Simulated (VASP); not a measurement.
# Al in VASP: further runs

Al is run at these levels: PBE; tasks: single point.

All numbers are computed with VASP 6.6.1; they aren't measurements. Logs are shortened: lines on timing, memory, paths and dates and some standing lists are left out, and cuts for length are marked.

### 1 The cell of the first run

The cell holds a slab with vacuum, 3 atoms: a = 3.236 Å, b = 3.236 Å, c = 16.208 Å, α = 90.00°, β = 90.00°, γ = 90.00°.

### 2 Single point, PBE

INCAR

```
SYSTEM = Al
PREC = Accurate ; ENCUT = 520
EDIFF = 1E-7 ; ISMEAR = -1
SIGMA = 0.1 ; LREAL = .FALSE.
LASPH = .TRUE. ; NELM = 60
ALGO = Normal ; ISIF = 2
LWAVE = .FALSE. ; LCHARG = .TRUE.
LDIPOL = .TRUE. ; IDIPOL = 3
DIPOL = 0.5 0.5 0.500 ; GGA = PE
LELF = .TRUE. ; LVHAR = .TRUE.
LVACPOTAV = .TRUE. ; NBANDS = 12
```

KPOINTS

```
regular mesh
0
G
  11 11 1
  0 0 0
```

POSCAR

```
Al
1.0
    3.2360515124      0.0000000000      0.0000000000
    0.0000000000      3.2360515124      0.0000000000
    0.0000000000      0.0000000000     16.2081000000
Al
3
Direct
    0.0000000000      0.0000000000      0.4010327304
    0.5000000000      0.5000000000      0.5000000019
    0.0000000000      0.0000000000      0.5989672696
```

Potentials or basis: VASP PAW PBE potentials, release 64 (Al).

On the command line:

```console
cat potpaw_PBE.64/Al/POTCAR > POTCAR
mpirun -np 1 vasp_std > vasp.out
```

OUTCAR:

```text
SYSTEM = Al
   PREC = Accurate
   ENCUT = 520
   EDIFF = 1E-7
   ISMEAR = -1
   LREAL = .FALSE.
   LASPH = .TRUE.
   NELM = 60
   ISIF = 2
   GGA = PE

 ion  position               nearest neighbor table
   1  0.000  0.000  0.401-   2 2.79   2 2.79   2 2.79   2 2.79   3 3.21
   2  0.500  0.500  0.500-   3 2.79   3 2.79   3 2.79   3 2.79   1 2.79   1 2.79   1 2.79   1 2.79

   3  0.000  0.000  0.599-   2 2.79   2 2.79   2 2.79   2 2.79   1 3.21

  LATTYP: Found a simple tetragonal cell.
 ALAT       =     3.2360515124
 C/A-ratio  =     5.0086038303

  Lattice vectors:

 A1 = (   3.2360515124,   0.0000000000,   0.0000000000)
 A2 = (   0.0000000000,   3.2360515124,   0.0000000000)
 A3 = (   0.0000000000,   0.0000000000,  16.2081000000)

Analysis of symmetry for initial positions (statically):
=====================================================================
 Subroutine PRICEL returns:
 Original cell was already a primitive cell.

 Routine SETGRP: Setting up the symmetry group for a
 simple tetragonal supercell.

 Subroutine GETGRP returns: Found 16 space group operations
 (whereof 16 operations were pure point group operations)
 out of a pool of 16 trial point group operations.

The static configuration has the point symmetry D_4h.

Analysis of symmetry for dynamics (positions and initial velocities):
=====================================================================
 Subroutine PRICEL returns:
 Original cell was already a primitive cell.

 Routine SETGRP: Setting up the symmetry group for a
 simple tetragonal supercell.

 Subroutine GETGRP returns: Found 16 space group operations
 (whereof 16 operations were pure point group operations)
 out of a pool of 16 trial point group operations.

The dynamic configuration has the point symmetry D_4h.

 Subroutine INISYM returns: Found 16 space group operations
 (whereof 16 operations are pure point group operations),
 and found     1 'primitive' translations

----------------------------------------------------------------------------------------

                                     Primitive cell

  volume of cell :     169.7317

  direct lattice vectors                    reciprocal lattice vectors
     3.236051512  0.000000000  0.000000000     0.309018567  0.000000000  0.000000000
     0.000000000  3.236051512  0.000000000     0.000000000  0.309018567  0.000000000
     0.000000000  0.000000000 16.208100000     0.000000000  0.000000000  0.061697546

  length of vectors
     3.236051512  3.236051512 16.208100000     0.309018567  0.309018567  0.061697546

  position of ions in fractional coordinates (direct lattice)
     0.000000000  0.000000000  0.401032730
     0.500000000  0.500000000  0.500000002
     0.000000000  0.000000000  0.598967270

  ion indices of the primitive-cell ions
   primitive index   ion index
                 1           1
                 2           2
                 3           3

----------------------------------------------------------------------------------------

 KPOINTS: regular mesh

Automatic generation of k-mesh.
 Grid dimensions read from file:
 generate k-points for:   11   11    1

 Generating k-lattice:

  Cartesian coordinates                     Fractional coordinates (reciprocal lattice)
     0.028092597  0.000000000  0.000000000     0.090909091  0.000000000  0.000000000
     0.000000000  0.028092597  0.000000000     0.000000000  0.090909091  0.000000000
     0.000000000  0.000000000  0.061697546     0.000000000  0.000000000  1.000000000

  Length of vectors
     0.028092597  0.028092597  0.061697546

  Shift w.r.t. Gamma in fractional coordinates (k-lattice)
     0.000000000  0.000000000  0.000000000

 Subroutine IBZKPT returns following result:
 ===========================================

 Found     21 irreducible k-points:

 Following reciprocal coordinates:
            Coordinates               Weight
  0.000000  0.000000  0.000000      1.000000
  0.090909  0.000000  0.000000      4.000000
  0.181818  0.000000  0.000000      4.000000
  0.272727  0.000000  0.000000      4.000000
  0.363636  0.000000  0.000000      4.000000
  0.454545  0.000000  0.000000      4.000000
[... 13 lines left out ...]
  0.454545  0.363636  0.000000      8.000000
  0.454545  0.454545  0.000000      4.000000
   k-points           NKPTS =     21   k-points in BZ     NKDIM =     21   number of bands    NBANDS=     12
   number of dos      NEDOS =    301   number of ions     NIONS =      3
   total plane-waves  NPLWV =  72576
   dimension x,y,z NGX =    24 NGY =   24 NGZ =  126
   dimension x,y,z NGXF=    48 NGYF=   48 NGZF=  252
   ions per type =               3
   NGX,Y,Z   is equivalent  to a cutoff of  12.33, 12.33, 12.92 a.u.
   NGXF,Y,Z  is equivalent  to a cutoff of  24.66, 24.66, 25.85 a.u.
 SYSTEM =  Al
   PREC   = accura    normal or accurate (medium, high low for compatibility)
   ISTART =      0    job   : 0-new  1-cont  2-samecut
   ICHARG =      2    charge: 1-file 2-atom 10-const
   ISPIN  =      1    spin polarized calculation?
   LNONCOLLINEAR =      F non collinear calculations
   LSORBIT =      F    spin-orbit coupling
   LASPH  =      T    aspherical Exc in radial PAW
   ENCUT  =  520.0 eV  38.22 Ry    6.18 a.u.   6.02  6.02 30.14*2*pi/ulx,y,z
   NELM   =     60;   NELMIN=  2; NELMDL= -5     # of ELM steps
   EDIFF  = 0.1E-06   stopping-criterion for ELM
   LREAL  =      F    real-space projection
   EDIFFG = 0.1E-05   stopping-criterion for IOM
   NSW    =      0    number of steps for IOM
   IBRION =     -1    ionic relax: 0-MD 1-quasi-New 2-CG
   NFREE  =      0    steps in history (QN), initial steepest desc. (CG)
   ISIF   =      2    stress and relaxation
   ISYM   =      2    0-nonsym 1-usesym 2-fastsym
   POTIM  = 0.5000    time-step for ionic-motion
   TEBEG  =    0.0;   TEEND  =   0.0 temperature during run
   PSTRESS=    0.0 pullay stress
   NELECT =       9.0000    total number of electrons
   NUPDOWN=      -1.0000    fix difference up-down
   EMIN   =  10.00;   EMAX   =-10.00  energy-range for DOS
   EFERMI =   0.00;   METHOD = LEGACY
   ISMEAR =    -1;   SIGMA  =   0.10  broadening in eV -4-tet -1-fermi 0-gaus
   EFERMI_NEDOS =   21; number of points for ismear=-14 and -15
   IALGO  =     38    algorithm
   IMIX   =      4    mixing-type and parameters
     AMIX     =   0.40;   BMIX     =  1.00
     AMIX_MAG =   1.60;   BMIX_MAG =  1.00
  volume/ion in A,a.u.               =      56.58       381.80
  Fermi-wavevector in a.u.,A,eV,Ry     =   0.615037  1.162252  5.146685  0.378271
  Thomas-Fermi vector in A             =   1.672263
   LORBIT       =      0    0 simple, 1 ext, 2 COOP (PROOUT), +10 PAW based schemes
   GGA     = PE    functional components
   LHFCALC =     F    Hartree Fock is set to
   AEXX    =    0.0000 exact exchange contribution
   IVDW    =     0    specifies the selected vdW correction
   LEPSILON=     F    determine dielectric tensor
   LRPA    =     F    only Hartree local field effects (RPA)
 non-spin polarized calculation
  energy-cutoff  :      520.00
  volume of cell :      169.73
 maximum number of plane-waves:      4620
   NGX = 13   NGY = 13   NGZ = 61

 number of electron       9.0000000 magnetization

 dipolmoment           0.000000      0.000000     -0.000000 electrons x Angstroem

 Free energy of the ion-electron system (eV)
  ---------------------------------------------------
  ext. energy  EPLUGINS =         0.00000000
  ---------------------------------------------------
  free energy    TOTEN  =        -9.65786774 eV

  energy without entropy =       -9.60411304  energy(sigma->0) =       -9.63099039

 E-fermi :  -0.4969     XC(G=0):  -4.2692

 val. band max:       -0.5326730362   @ k =   0.4545   0.4545   0.0000
 cond. band min:      -0.3907428488   @ k =   0.4545   0.1818   0.0000
 fundamental gap:      0.1419301874
 Fermi energy:        -0.4968878428

 k-point     1 :       0.0000    0.0000    0.0000
  band No.  band energies     occupation
      1     -10.2235      2.00000
      2      -7.0670      2.00000
      3      -3.2600      2.00000
      4      -0.1779      0.07913
      5       2.4300      0.00000
      6       2.4300      0.00000
      7       2.8162      0.00000
      8       3.6605      0.00000
      9       3.9724      0.00000
     10       4.2821      0.00000
     11       5.3270      0.00000
     12       5.3783      0.00000

 k-point     2 :       0.0909    0.0000    0.0000
  band No.  band energies     occupation
      1     -10.1075      2.00000
      2      -6.9530      2.00000
      3      -3.1504      2.00000
      4      -0.0799      0.03045
      5       0.8782      0.00000
      6       2.5324      0.00000
      7       2.9416      0.00000
      8       3.8671      0.00000
      9       4.1647      0.00000
     10       4.2448      0.00000
     11       4.6490      0.00000
     12       5.4789      0.00000

 k-point     3 :       0.1818    0.0000    0.0000
  band No.  band energies     occupation
      1      -9.7599      2.00000
      2      -6.6118      2.00000
      3      -2.8249      2.00000
      4      -1.1052      1.99545
      5       0.1803      0.00229
      6       2.0646      0.00000
      7       2.8398      0.00000
      8       3.2951      0.00000
      9       4.4524      0.00000
     10       4.6260      0.00000
     11       5.1074      0.00000
     12       5.7794      0.00000
[... 241 lines left out ...]
 k-point    20 :       0.4545    0.3636    0.0000
  band No.  band energies     occupation
      1      -5.5596      2.00000
      2      -4.2909      2.00000
      3      -2.5074      2.00000
      4      -1.8294      2.00000
      5      -1.2214      1.99857
      6      -0.5381      1.20306
      7       0.8499      0.00000
      8       1.1221      0.00000
      9       2.4706      0.00000
     10       2.9565      0.00000
     11       4.2837      0.00000
     12       4.7360      0.00000

 k-point    21 :       0.4545    0.4545    0.0000
  band No.  band energies     occupation
      1      -4.5677      2.00000
      2      -3.5356      2.00000
      3      -3.0511      2.00000
      4      -1.9140      2.00000
      5      -1.5390      1.99994
      6      -0.5327      1.17704
      7      -0.0205      0.01692
      8       1.1917      0.00000
      9       1.6099      0.00000
     10       3.5029      0.00000
     11       3.6334      0.00000
     12       4.9707      0.00000

------------------------ aborting loop because EDIFF is reached ----------------------------------------

  FORCE on cell =-STRESS in cart. coord.  units (eV):
  Direction    XX          YY          ZZ          XY          YZ          ZX
  --------------------------------------------------------------------------------------
  -------------------------------------------------------------------------------------
  Total       -2.0356880     -2.0356880     -0.0092330      0.0000000     -0.0000000      0.0000000
  in kB      -19.2158162    -19.2158162     -0.0871545      0.0000000     -0.0000000      0.0000000
  external PRESSURE =     -12.8395956 kB  Pullay stress =       0.0000000 kB

 VOLUME and BASIS-vectors are now :
 -----------------------------------------------------------------------------
  energy-cutoff  :      520.00
  volume of cell :      169.73
      direct lattice vectors                 reciprocal lattice vectors
     3.236051512  0.000000000  0.000000000     0.309018567  0.000000000  0.000000000
     0.000000000  3.236051512  0.000000000     0.000000000  0.309018567  0.000000000
     0.000000000  0.000000000 16.208100000     0.000000000  0.000000000  0.061697546

 POSITION                                       TOTAL-FORCE (eV/Angst)
 -----------------------------------------------------------------------------------
      0.00000      0.00000      6.49998         0.000000     -0.000000      0.002393
      1.61803      1.61803      8.10405         0.000000      0.000000      0.000000
      0.00000      0.00000      9.70812        -0.000000      0.000000     -0.002393
 -----------------------------------------------------------------------------------
    total drift:                               -0.000000      0.000000     -0.000002

  FREE ENERGIE OF THE ION-ELECTRON SYSTEM (eV)
  ---------------------------------------------------
  free  energy   TOTEN  =        -9.6578677403 eV

  energy  without entropy=       -9.6041130423  energy(sigma->0) =       -9.63099039

 vacuum level on the upper side and lower side of the slab         3.609         3.609
```

Run time: 54 s. Hardware: 1 thread of Intel Xeon 8259CL, shared host; peak memory 0.25 GiB.

What came out:

* Free energy: -9.6579 eV
* Band gap on the k mesh: zero (an odd number of electrons rules out a gap without spin polarisation)

Forces in eV/Å, atoms in the order of the input:
```
Al   0.000  0.000  0.002
Al   0.000  0.000  0.000
Al   0.000  0.000 -0.002
```

### 3 Single point, PBE

INCAR

```
PREC = Accurate
ENCUT = 520
EDIFF = 1E-6
ISMEAR = -1
SIGMA = 0.1
LREAL = F
LASPH = T
NELM = 80
ALGO = Normal
ISIF = 2
LWAVE = F
LCHARG = F
LDIPOL = T
IDIPOL = 3
DIPOL = 0.5 0.5 0.500
GGA = PE
NBANDS = 12
```

KPOINTS

```
Automatic mesh
0
Gamma
  11 11 1
```

POSCAR is that of step 2.

Potentials or basis: VASP PAW PBE potentials, release 64 (Al).

On the command line:

```console
cat potpaw_PBE.64/Al/POTCAR > POTCAR
mpirun -np 1 vasp_std > vasp.out
```

Run time: 50 s. Hardware: 1 thread of Intel Xeon 8259CL, shared host; peak memory 0.25 GiB.

Results (log left out):

```yaml
Free_energy: -9.6579 eV
Band_gap_on_the_k_mesh: zero (an odd number of electrons rules out a gap without spin polarisation)
```

Forces in eV/Å, atoms in the order of the input:
```
Al   0.000  0.000  0.002
Al   0.000  0.000  0.000
Al   0.000  0.000 -0.002
```

Levels at points of the mesh, in eV from the Fermi level:
| k point | band 1 | band 2 | band 3 | band 4 | band 5 | band 6 | band 7 | band 8 | band 9 |
| --- | --- | --- | --- | --- | --- | --- | --- | --- | --- |
| (0.00, 0.00, 0.00) | -9.73 | -6.57 | -2.76 | 0.32 | 2.93 | 2.93 | 3.31 | 4.16 | 4.47 |

(Continued in part 2 of 2.)

The gap in the log of VASP goes by the Fermi energy; the results here count the filled bands.